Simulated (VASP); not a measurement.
Write the native input for VASP 6.6.1 that does the following.

```
Task                   : single point
Functional             : PBE
Potentials or basis    : VASP PAW PBE potentials, release 64 (Al, Ga_d, As)
Cutoff                 : 520 eV
k mesh                 : 4 × 4 × 4
Occupations            : gaussian, width 0.1 eV
Spin                   : no spin polarisation
Dipole correction      : no
Further INCAR settings : ALGO = Normal; EDIFF = 1e-07; NBANDS = 31
```

The structure of Al3GaAs4 lies in POSCAR:

```
Al3GaAs4
1.0
   -2.8664042000      2.8664042000      5.7332375000
    2.8664042000     -2.8664042000      5.7332375000
    2.8664042000      2.8664042000     -5.7332375000
Al Ga As
3 1 4
Direct
    0.0000000000      0.0000000000      0.0000000000
    0.2500000000      0.7500000000      0.5000000000
    0.7500000000      0.2500000000      0.5000000000
    0.5000000000      0.5000000000      0.0000000000
    0.1238170000      0.1238170000      0.4985030000
    0.3746860000      0.8761830000      0.0000000000
    0.6253140000      0.6253140000      0.5014970000
    0.8761830000      0.3746860000      0.0000000000
```

One way to write it, as run:

INCAR

```
  ALGO = Normal
  EDIFF = 1E-7
  ENCUT = 520
  GGA = PE
  ISIF = 2
  ISMEAR = 0
  LASPH = T
  LCHARG = T
  LELF = T
  LREAL = F
  LVHAR = T
  LWAVE = F
  NBANDS = 31
  NELM = 80
  PREC = Accurate
  SIGMA = 0.1
```

KPOINTS

```
k-points
0
Gamma
  4 4 4
```

Potentials or basis: VASP PAW PBE potentials, release 64 (Al, Ga_d, As).

The run is started by

```bash
$ cat potpaw_PBE.64/Al/POTCAR potpaw_PBE.64/Ga_d/POTCAR potpaw_PBE.64/As/POTCAR > POTCAR
$ mpirun -np 1 vasp_std > vasp.out
```

It gave:

The pressure is 0.1 GPa, the largest force is 0.003 eV/Å and the band gap on the k mesh is 1.33 eV, direct.

Run time: 5 min on 1 thread of Intel(R) Xeon(R) Platinum 8259CL CPU @ 2.50GHz (Skylake/Cascade Lake) (shared host), peak memory 0.41 GiB.
